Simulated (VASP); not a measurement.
## CoSi2: single point with PBE

CoSi2:

```
CELL_PARAMETERS angstrom
5.35963 0.00000 0.00000
0.00000 5.35963 0.00000
0.00000 0.00000 5.35963
ATOMIC_POSITIONS crystal
Co 0.00000 0.00000 0.00000
Co 0.00000 0.50000 0.50000
Co 0.50000 0.00000 0.50000
Co 0.50000 0.50000 0.00000
Si 0.25000 0.25000 0.25000
Si 0.75000 0.75000 0.75000
Si 0.25000 0.75000 0.75000
Si 0.75000 0.25000 0.25000
Si 0.75000 0.25000 0.75000
Si 0.25000 0.75000 0.25000
Si 0.75000 0.75000 0.25000
Si 0.25000 0.25000 0.75000
```

* Program: VASP 6.6.1
* Task: single point
* Functional: PBE
* Potentials or basis: VASP PAW PBE potentials, release 64 (Co, Si)
* Cutoff: 520 eV
* k mesh: 10 × 10 × 10
* Occupations: methfessel-paxton, width 0.1 eV
* Spin: no spin polarisation

| Property | Result |
| --- | --- |
| Pressure | -0.2 GPa |
| Band gap on the k mesh | zero (bands 34 and 35 overlap by 1.44 eV) |

Levels at points of the mesh, in eV from the Fermi level:
| k point | band 30 | band 31 | band 32 | band 33 | band 34 | band 35 | band 36 | band 37 | band 38 | band 39 |
| --- | --- | --- | --- | --- | --- | --- | --- | --- | --- | --- |
| (0.00, 0.00, 0.00) | -1.88 | -1.31 | -1.31 | -1.31 | 0.75 | 1.58 | 1.58 | 1.58 | 2.94 | 2.94 |
| (0.50, 0.00, 0.00) | -0.66 | -0.30 | -0.30 | -0.30 | -0.30 | -0.23 | -0.23 | 1.40 | 1.40 | 3.27 |
| (0.50, 0.50, 0.00) | -1.06 | -1.06 | -1.06 | 0.29 | 0.29 | 0.29 | 0.29 | 2.50 | 2.50 | 2.50 |
| (0.50, 0.50, 0.50) | -0.46 | -0.46 | -0.46 | -0.46 | -0.46 | -0.46 | -0.46 | 2.70 | 2.70 | 2.70 |

It took 12 min on 1 thread of AMD EPYC 7R13, with other jobs on the host, peak memory 0.4 GiB.

Caveat: the run has no spin polarisation, though such a crystal can be magnetic. Spin polarisation is off, so any magnetic state and its effect on volume and gap are missing.
